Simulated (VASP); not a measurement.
Set up this calculation in VASP 6.6.1, as the native input.

| Quantity | Value |
| --- | --- |
| Task | relaxation of cell and atoms |
| Functional | PBE |
| Potentials or basis | VASP PAW PBE potentials, release 64 (Y_sv, Al, N) |
| Cutoff | 600 eV |
| k mesh | 10 × 10 × 6 |
| Occupations | gaussian, width 0.1 eV |
| Spin | no spin polarisation |
| Dipole correction | no |
| Further INCAR settings | ALGO = Normal; EDIFF = 1e-07; IBRION = 2; EDIFFG = -0.01; NSW = 100; ISIF = 3 |

The structure of YAl2N3 lies in POSCAR:

```
YAl2N3
1.0
    3.5431404187      0.0000000000      0.0000000000
    0.0000000000      3.5431404187      0.0000000000
    0.0000000000      0.0000000000      5.8643249186
Y Al N
1 2 3
Direct
    0.5000000000      0.5000000000      0.0000000000
    0.0000000000      0.0000000000      0.3155490323
    0.0000000000      0.0000000000      0.6844509677
    0.0000000000      0.5000000000      0.5000000000
    0.5000000000      0.0000000000      0.5000000000
    0.0000000000      0.0000000000      0.0000000000
```

These files were run (other wordings do the same):

INCAR

```
PREC = Accurate ; ENCUT = 600
EDIFF = 1E-7 ; ISMEAR = 0
SIGMA = 0.1 ; LREAL = False
LASPH = True ; NELM = 80
ALGO = Normal ; ISIF = 3
LWAVE = False ; LCHARG = False
GGA = PE ; IBRION = 2
NSW = 100 ; EDIFFG = -0.01
```

KPOINTS

```
regular mesh
0
Gamma
  10 10 6
```

Potentials or basis: VASP PAW PBE potentials, release 64 (Y_sv, Al, N).

The run is started by

```bash
$ cat potpaw_PBE.64/Y_sv/POTCAR potpaw_PBE.64/Al/POTCAR potpaw_PBE.64/N/POTCAR > POTCAR
$ mpirun -np 1 vasp_std > vasp.out
```

Results of the run:

```
Relaxed volume                         : 12.26 Å³/atom
Relaxed cell                           : a = 3.546 Å, b = 3.546 Å, c = 5.850 Å, α = 90.00°, β = 90.00°, γ = 90.00°
Space group after relaxing (to 0.05 Å) : P4/mmm (No. 123)
Energy gained by relaxing              : 0.1 meV/atom
Ionic steps                            : 5
Pressure after relaxing                : 0.0 GPa
Largest force after relaxing           : 0.010 eV/Å
Band gap on the k mesh                 : zero (band 16 reaches 8.47 eV, above the bottom of band 17 at 6.80 eV)
```

It took 7.3 min on 1 thread of Intel(R) Xeon(R) Platinum 8259CL CPU @ 2.50GHz (Skylake/Cascade Lake) (shared host), peak memory 0.32 GiB.
